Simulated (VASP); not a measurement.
# Sb (P6/mmm) in VASP: notebook

The runs below take Sb through single point, relaxation of cell and atoms, with PBEsol.

All numbers are computed with VASP 6.6.1; they aren't measurements. Logs are shortened: lines on timing, memory, paths and dates and some standing lists are left out, and cuts for length are marked.

## 1. The cell of the first run

The structure is hexagonal, space group P6/mmm (No. 191). Conventional cell: a = 5.362 Å, b = 5.362 Å, c = 3.142 Å, α = 90.00°, β = 90.00°, γ = 120.00°. Within 4.1 Å of Sb (site symmetry 6/mmm) lie 14 Sb at 3.14 to 3.47 Å. Within 4.1 Å of Sb (site symmetry -6m2) lie 11 Sb at 3.10 to 3.47 Å.

This isn't the form of Sb at room conditions, which is rhombohedral.

## 2. Single point, PBEsol

Contents of INCAR:

```
PREC = Accurate
ENCUT = 520
EDIFF = 1E-6
ISMEAR = 0
SIGMA = 0.1
LREAL = False
LASPH = True
NELM = 100
ALGO = Normal
ISIF = 2
LWAVE = False
LCHARG = True
GGA = PS
LELF = True
LVHAR = True
NBANDS = 14
```

Contents of KPOINTS:

```
regular mesh
0
Gamma
  3 3 6
```

Contents of POSCAR:

```
Sb
1.0
    5.3622359909      0.0000000000      0.0000000000
   -2.6811179955      4.6438325892      0.0000000000
    0.0000000000      0.0000000000      3.1422014308
Sb
3
Direct
    0.0000000000      0.0000000000      0.0000000000
    0.3333333333      0.6666666667      0.5000000000
    0.6666666667      0.3333333333      0.5000000000
```

Potentials or basis: VASP PAW PBE potentials, release 64 (Sb).

The run is started by

```bash
$ cat potpaw_PBE.64/Sb/POTCAR > POTCAR
$ mpirun -np 1 vasp_std > vasp.out
```

OUTCAR:

```text
PREC = Accurate
   ENCUT = 520
   EDIFF = 1E-6
   ISMEAR = 0
   LREAL = False
   LASPH = True
   NELM = 100
   ISIF = 2
   GGA = PS

 ion  position               nearest neighbor table
   1  0.000  0.000  0.000-   2 3.47   3 3.47   2 3.47   3 3.47   3 3.47   3 3.47   2 3.47   2 3.47
                             3 3.47   3 3.47   2 3.47   2 3.47
   2  0.333  0.667  0.500-   3 3.10   3 3.10   3 3.10   1 3.47   1 3.47   1 3.47   1 3.47   1 3.47
                             1 3.47
   3  0.667  0.333  0.500-   2 3.10   2 3.10   2 3.10   1 3.47   1 3.47   1 3.47   1 3.47   1 3.47
                             1 3.47

  LATTYP: Found a hexagonal cell.
 ALAT       =     5.3622359909
 C/A-ratio  =     0.5859871584

  Lattice vectors:

 A1 = (   5.3622359909,   0.0000000000,   0.0000000000)
 A2 = (  -2.6811179955,   4.6438325892,   0.0000000000)
 A3 = (   0.0000000000,   0.0000000000,   3.1422014308)

Analysis of symmetry for initial positions (statically):
=====================================================================
 Subroutine PRICEL returns:
 Original cell was already a primitive cell.

 Routine SETGRP: Setting up the symmetry group for a
 hexagonal supercell.

 Subroutine GETGRP returns: Found 24 space group operations
 (whereof 24 operations were pure point group operations)
 out of a pool of 24 trial point group operations.

The static configuration has the point symmetry D_6h.

Analysis of symmetry for dynamics (positions and initial velocities):
=====================================================================
 Subroutine PRICEL returns:
 Original cell was already a primitive cell.

 Routine SETGRP: Setting up the symmetry group for a
 hexagonal supercell.

 Subroutine GETGRP returns: Found 24 space group operations
 (whereof 24 operations were pure point group operations)
 out of a pool of 24 trial point group operations.

The dynamic configuration has the point symmetry D_6h.

 Subroutine INISYM returns: Found 24 space group operations
 (whereof 24 operations are pure point group operations),
 and found     1 'primitive' translations

----------------------------------------------------------------------------------------

                                     Primitive cell

  volume of cell :      78.2450

  direct lattice vectors                    reciprocal lattice vectors
     5.362235991  0.000000000  0.000000000     0.186489368  0.107669687  0.000000000
    -2.681117996  4.643832589  0.000000000     0.000000000  0.215339373  0.000000000
     0.000000000  0.000000000  3.142201431     0.000000000  0.000000000  0.318248216

  length of vectors
     5.362235991  5.362235991  3.142201431     0.215339373  0.215339373  0.318248216
[... 86 lines left out ...]
   EFERMI_NEDOS =   21; number of points for ismear=-14 and -15
   IALGO  =     38    algorithm
   IMIX   =      4    mixing-type and parameters
     AMIX     =   0.40;   BMIX     =  1.00
     AMIX_MAG =   1.60;   BMIX_MAG =  1.00
  volume/ion in A,a.u.               =      26.08       176.01
  Fermi-wavevector in a.u.,A,eV,Ry     =   0.943959  1.783824 12.123586  0.891058
  Thomas-Fermi vector in A             =   2.071717
   LORBIT       =      0    0 simple, 1 ext, 2 COOP (PROOUT), +10 PAW based schemes
   GGA     = PS    functional components
   LHFCALC =     F    Hartree Fock is set to
   AEXX    =    0.0000 exact exchange contribution
   IVDW    =     0    specifies the selected vdW correction
   LEPSILON=     F    determine dielectric tensor
   LRPA    =     F    only Hartree local field effects (RPA)
 non-spin polarized calculation
 Gauss-broadening in eV      SIGMA  =   0.10
  energy-cutoff  :      520.00
  volume of cell :       78.24
 maximum number of plane-waves:      2127
 NGX is ok and might be reduce to    40
   NGX = 19   NGY = 19   NGZ = 11

 number of electron      15.0000000 magnetization

 Free energy of the ion-electron system (eV)
  ---------------------------------------------------
  ext. energy  EPLUGINS =         0.00000000
  ---------------------------------------------------
  free energy    TOTEN  =       -13.08823544 eV

  energy without entropy =      -13.07678690  energy(sigma->0) =      -13.08251117

 E-fermi :   8.5478     XC(G=0): -10.4628

 val. band max:        8.5101274388   @ k =   0.0000   0.0000   0.3333
 cond. band min:       8.6024471796   @ k =   0.3333   0.0000   0.3333
 fundamental gap:      0.0923197408
 Fermi energy:         8.5478398978

 k-point     1 :       0.0000    0.0000    0.0000
  band No.  band energies     occupation
      1      -4.4304      2.00000
      2       0.3524      2.00000
      3       0.5507      2.00000
      4       4.5501      2.00000
      5       4.5501      2.00000
      6       4.7874      2.00000
      7       4.7874      2.00000
      8      10.7633      0.00000
      9      14.2032      0.00000
     10      14.2032      0.00000
     11      14.6474      0.00000
     12      15.0350      0.00000
     13      15.0375      0.00000
     14      19.1692      0.00000
[... 173 lines left out ...]
      1       0.3424      2.00000
      2       0.3424      2.00000
      3       0.8033      2.00000
      4       3.1625      2.00000
      5       3.9284      2.00000
      6       3.9284      2.00000
      7       8.2689      1.99992
      8       9.3449      0.00000
      9       9.3449      0.00000
     10       9.7236      0.00000
     11       9.7236      0.00000
     12      12.9959      0.00000
     13      13.8607      0.00000
     14      16.9516      0.00000

------------------------ aborting loop because EDIFF is reached ----------------------------------------

  FORCE on cell =-STRESS in cart. coord.  units (eV):
  Direction    XX          YY          ZZ          XY          YZ          ZX
  --------------------------------------------------------------------------------------
  -------------------------------------------------------------------------------------
  Total        0.0426478      0.0426478     -0.1098147     -0.0000000      0.0000000      0.0000000
  in kB        0.8732753      0.8732753     -2.2486117     -0.0000000      0.0000000      0.0000000
  external PRESSURE =      -0.1673537 kB  Pullay stress =       0.0000000 kB

 VOLUME and BASIS-vectors are now :
 -----------------------------------------------------------------------------
  energy-cutoff  :      520.00
  volume of cell :       78.24
      direct lattice vectors                 reciprocal lattice vectors
     5.362235991  0.000000000  0.000000000     0.186489368  0.107669687  0.000000000
    -2.681117996  4.643832589  0.000000000     0.000000000  0.215339373  0.000000000
     0.000000000  0.000000000  3.142201431     0.000000000  0.000000000  0.318248216

 POSITION                                       TOTAL-FORCE (eV/Angst)
 -----------------------------------------------------------------------------------
      0.00000      0.00000      0.00000        -0.000000      0.000000      0.000000
     -0.00000      3.09589      1.57110         0.000000     -0.000000      0.000000
      2.68112      1.54794      1.57110        -0.000000      0.000000     -0.000000
 -----------------------------------------------------------------------------------
    total drift:                                0.000000     -0.000000      0.000000

  FREE ENERGIE OF THE ION-ELECTRON SYSTEM (eV)
  ---------------------------------------------------
  free  energy   TOTEN  =       -13.0882354389 eV

  energy  without entropy=      -13.0767868972  energy(sigma->0) =      -13.08251117
```

OSZICAR:

```text
N       E                     dE             d eps       ncg     rms          rms(c)
DAV:   1     0.505038967602E+02    0.50504E+02   -0.47921E+03   336   0.806E+02
DAV:   2    -0.101400007283E+02   -0.60644E+02   -0.56604E+02   432   0.137E+02
DAV:   3    -0.130901981773E+02   -0.29502E+01   -0.28959E+01   420   0.322E+01
DAV:   4    -0.131161473994E+02   -0.25949E-01   -0.25946E-01   348   0.361E+00
DAV:   5    -0.131164178224E+02   -0.27042E-03   -0.27042E-03   456   0.423E-01    0.319E+00
DAV:   6    -0.130979120513E+02    0.18506E-01   -0.74711E-03   360   0.436E-01    0.182E+00
DAV:   7    -0.130882734958E+02    0.96386E-02   -0.14090E-02   384   0.591E-01    0.616E-02
DAV:   8    -0.130882435499E+02    0.29946E-04   -0.41528E-04   396   0.128E-01    0.307E-02
DAV:   9    -0.130882356213E+02    0.79286E-05   -0.22398E-05   414   0.307E-02    0.113E-02
DAV:  10    -0.130882354389E+02    0.18243E-06   -0.21055E-06   336   0.983E-03
   1 F= -.13088235E+02 E0= -.13082511E+02  d E =-.114485E-01
```

stdout:

```text
POSCAR found type information on POSCAR Sb
 POSCAR found :  1 types and       3 ions
 scaLAPACK will be used
 -----------------------------------------------------------------------------
|                                                                             |
|                                                                             |
|     You enforced a specific xc type in the INCAR file but a different       |
|     I HOPE YOU KNOW WHAT YOU ARE DOING!                                     |
|                                                                             |
 -----------------------------------------------------------------------------

 LDA part: xc-table for (Slater+PW92), standard interpolation
 POSCAR, INCAR and KPOINTS ok, starting setup
 FFT: planning ... GRIDC
 FFT: planning ... GRID_SOFT
 FFT: planning ... GRID
 WAVECAR not read
 entering main loop
```

Run time: 10 s. Hardware: 1 thread of Intel Xeon 8259CL, shared host; peak memory 0.18 GiB.

What came out:

| Item | Value |
| --- | --- |
| Free energy | -13.0882 eV |
| Pressure | 0.0 GPa |
| Band gap on the k mesh | zero (an odd number of electrons rules out a gap without spin polarisation) |

Stress tensor (GPa, compression positive):
```
 0.09  0.00  0.00
 0.00  0.09  0.00
 0.00  0.00 -0.22
```

Caveat: the k points lie up to 0.45 Å⁻¹ apart, too coarse for converged energies and pressures of a metal; the PAW data sets were made with another functional, which shifts forces and pressure a little; spin-orbit coupling is left out, which moves the levels of the heavy elements.

(Part 1 of 2 ends here.)
